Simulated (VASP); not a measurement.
Set up this calculation in VASP 6.6.1, as the native input.

```
Task                   : single point
Functional             : r2SCAN
Potentials or basis    : VASP PAW PBE potentials, release 64 (Ce, B, Cr_pv, C)
Cutoff                 : 520 eV
k mesh                 : 6 × 6 × 5
Occupations            : fermi-dirac, width 0.1 eV
Spin                   : no spin polarisation
Dipole correction      : no
Further INCAR settings : ALGO = Normal; EDIFF = 1e-06; NBANDS = 32
```

CeCr2B2C:

```xyz
6
Lattice="3.7629 0.0000 0.0000 0.0000 3.7629 0.0000 0.0000 0.0000 4.9562" Properties=species:S:1:pos:R:3 pbc="T T T"
Ce    0.0000    0.0000    0.0000
B     1.8814    1.8814    1.1102
B     1.8814    1.8814    3.8460
Cr    0.0000    1.8814    2.4781
Cr    1.8814    0.0000    2.4781
C     0.0000    0.0000    2.4781
```

These files were run (other wordings do the same):

POSCAR

```
CeCr2B2C
1.0
    3.7628760000      0.0000000000      0.0000000000
    0.0000000000      3.7628760000      0.0000000000
    0.0000000000      0.0000000000      4.9562350000
Ce B Cr C
1 2 2 1
Direct
    0.0000000000      0.0000000000      0.0000000000
    0.5000000000      0.5000000000      0.2240000000
    0.5000000000      0.5000000000      0.7760000000
    0.0000000000      0.5000000000      0.5000000000
    0.5000000000      0.0000000000      0.5000000000
    0.0000000000      0.0000000000      0.5000000000
```

INCAR.step1

```
  PREC = Accurate
  ENCUT = 520
  ISMEAR = -1
  SIGMA = 0.1
  LREAL = F
  LASPH = T
  NELM = 60
  NBANDS = 32
  GGA = PE
  ALGO = Normal
  EDIFF = 1E-4
  LWAVE = T
  LCHARG = F
```

INCAR.step2

```
  PREC = Accurate
  ENCUT = 520
  EDIFF = 1E-6
  ISMEAR = -1
  SIGMA = 0.1
  LREAL = F
  LASPH = T
  NELM = 60
  ALGO = Normal
  ISIF = 2
  LWAVE = F
  LCHARG = F
  METAGGA = R2SCAN
  LMIXTAU = T
  NBANDS = 32
  ISTART = 1
```

KPOINTS

```
Automatic mesh
0
Gamma
  6 6 5
```

Potentials or basis: VASP PAW PBE potentials, release 64 (Ce, B, Cr_pv, C).

Command:

```console
$ cat potpaw_PBE.64/Ce/POTCAR potpaw_PBE.64/B/POTCAR potpaw_PBE.64/Cr_pv/POTCAR potpaw_PBE.64/C/POTCAR > POTCAR
$ cp INCAR.step1 INCAR
$ mpirun -np 1 vasp_std > vasp.out
$ cp INCAR.step2 INCAR
$ mpirun -np 1 vasp_std > vasp.out
```

It gave:

- Pressure: -0.4 GPa
- Largest force: 0.226 eV/Å
- Band gap on the k mesh: zero (bands 23 and 24 overlap by 0.44 eV)

Caveat: the PAW data sets were made with another functional, which shifts forces and pressure a little; spin-orbit coupling is left out, which moves the levels of the heavy elements; the run has no spin polarisation, though such a crystal can be magnetic; semilocal functionals describe open f shells poorly, which spoils levels, moments and volumes.

Run time: 9 min on 1 thread of Intel Xeon 8259CL (shared host), peak memory 0.24 GiB.
